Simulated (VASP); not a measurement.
Set up this calculation in VASP 6.6.1, as the native input.

```yaml
Task: relaxation of shape and atoms at fixed volume
Functional: r2SCAN
Potentials_or_basis: VASP PAW PBE potentials, release 64 (Pb_d, O)
Cutoff: 600 eV
k_mesh: 12 × 12 × 10
Occupations: gaussian, width 0.05 eV
Spin: no spin polarisation
Dipole_correction: no
Further_INCAR_settings: ALGO = Normal; EDIFF = 1e-06; IBRION = 2; EDIFFG = -0.01; NSW = 60; ISIF = 4
```

PbO:

```
Pb O
1.0
     3.54702    0.00000    0.00000
    -1.77351    3.07181    0.00000
     0.00000    0.00000    3.27094
Pb O
1 1
Direct
  0.00000 0.00000 0.00000
  0.66667 0.33333 0.50000
```

One way to write it, as run:

POSCAR

```
PbO
1.0
    3.5470242890      0.0000000000      0.0000000000
   -1.7735121445      3.0718131421      0.0000000000
    0.0000000000      0.0000000000      3.2709426068
Pb O
1 1
Direct
    0.0000000000      0.0000000000      0.0000000000
    0.6666666667      0.3333333333      0.5000000000
```

INCAR.step1

```
PREC = Accurate ; ENCUT = 600
ISMEAR = 0 ; SIGMA = 0.05
LREAL = F ; LASPH = T
NELM = 100 ; GGA = PE
ALGO = Normal ; EDIFF = 1E-4
LWAVE = T ; LCHARG = F
```

INCAR.step2

```
PREC = Accurate ; ENCUT = 600
EDIFF = 1E-6 ; ISMEAR = 0
SIGMA = 0.05 ; LREAL = F
LASPH = T ; NELM = 100
ALGO = Normal ; ISIF = 4
LWAVE = F ; LCHARG = F
METAGGA = R2SCAN ; LMIXTAU = T
IBRION = 2 ; NSW = 60
EDIFFG = -0.01 ; ISTART = 1
```

KPOINTS

```
regular mesh
0
Gamma
  12 12 10
```

Potentials or basis: VASP PAW PBE potentials, release 64 (Pb_d, O).

The run is started by

```sh
$ cat potpaw_PBE.64/Pb_d/POTCAR potpaw_PBE.64/O/POTCAR > POTCAR
$ cp INCAR.step1 INCAR
$ mpirun -np 1 vasp_std > vasp.out
$ cp INCAR.step2 INCAR
$ mpirun -np 1 vasp_std > vasp.out
```

It gave:

| Quantity | Value |
| --- | --- |
| Energy gained by relaxing | 0.0 meV/atom |
| Ionic steps | 2 |
| Pressure after relaxing | -1.0 GPa |
| Band gap on the k mesh | 0.27 eV, indirect (least direct gap 0.35 eV) |

Caveat: the PAW data sets were made with another functional, which shifts forces and pressure a little; spin-orbit coupling is left out, which moves the levels of the heavy elements.

It took 2.4 min on 1 thread of Intel(R) Xeon(R) 6975P-C (Granite Rapids), on a shared host, peak memory 0.22 GiB.
